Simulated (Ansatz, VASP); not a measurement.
**ZnS in VASP and in Ansatz**

The input INCAR:

```
PREC = Accurate ; ENCUT = 520
EDIFF = 1E-6 ; ISMEAR = 0
SIGMA = 0.01 ; LREAL = False
LASPH = True ; NELM = 80
ALGO = Normal ; ISIF = 2
LWAVE = False ; LCHARG = False
GGA = PS ; NBANDS = 26
```

Contents of KPOINTS:

```
regular mesh
0
Gamma
  12 12 6
```

POSCAR

```
ZnS
1.0
    3.7822342358      0.0000000000      0.0000000000
   -1.8911171179      3.2755109313      0.0000000000
    0.0000000000      0.0000000000      6.2081486949
Zn S
2 2
Direct
    0.3333333333      0.6666666667     -0.0562071360
    0.6666666667      0.3333333333      0.4437928640
    0.3333333333      0.6666666667      0.4312071360
    0.6666666667      0.3333333333      0.9312071360
```

Input for Ansatz:

```yaml
crystal:
  lattice:
    - [3.7822342358, 0.0, 0.0]
    - [-1.8911171179, 3.2755109313, 0.0]
    - [0.0, 0.0, 6.2081486949]
  atoms:
    - { symbol: Zn, position: [0.3333333333, 0.6666666667, -0.056207136] }
    - { symbol: Zn, position: [0.6666666667, 0.3333333333, 0.443792864] }
    - { symbol: S, position: [0.3333333333, 0.6666666667, 0.431207136] }
    - { symbol: S, position: [0.6666666667, 0.3333333333, 0.931207136] }
basis:
  ecutwfc: 420
  xc_grid: 2
kpoints:
  mp_grid: { grid: [12, 12, 6] }
hamiltonian:
  xc: pbesol
  pseudopotentials: { kind: paw, azcp: { folder: soft_1 } }
scf:
  occupations: { method: fixed }
output:
  forces: true
  stress: true
  eigenvalues: true
  polarization: {}
```

Change from the starting cell: polar distortion scaled by 0.10.

Alike in both runs: task single point; functional PBEsol; k mesh 12 × 12 × 6; no spin polarisation.

|  | VASP | Ansatz |
| --- | --- | --- |
| version | VASP 6.6.1 | Ansatz 0.2.0 |
| potentials or method | VASP PAW PBE potentials, release 64 (Zn, S), cutoff 520 eV | scalar-relativistic, plane waves, PAW |
| occupations | gaussian, width 0.01 eV | fixed |
| valence electrons in the cell | 36 | 36 |

Ansatz gave:

- gap on the k mesh at the Fermi level (eV): 2.53
- least direct gap on the mesh (eV): 2.54
- pressure (GPa): 5.8
- traceless stress, the component that is largest in VASP (GPa): -6.49
- rms of the force components (eV/Å): 0.127

Task: What did VASP give for the same quantities?

Result: gap on the k mesh at the Fermi level (eV): 2.54; least direct gap on the mesh (eV): 2.56; pressure (GPa): 6.0; traceless stress, the component that is largest in VASP (GPa): -6.69; rms of the force components (eV/Å): 0.128.

VASP's potentials were made for PBE, not for PBEsol, and Ansatz warns of the same on its side. Atom by atom the forces differ by 0.001 eV/Å (rms over components).
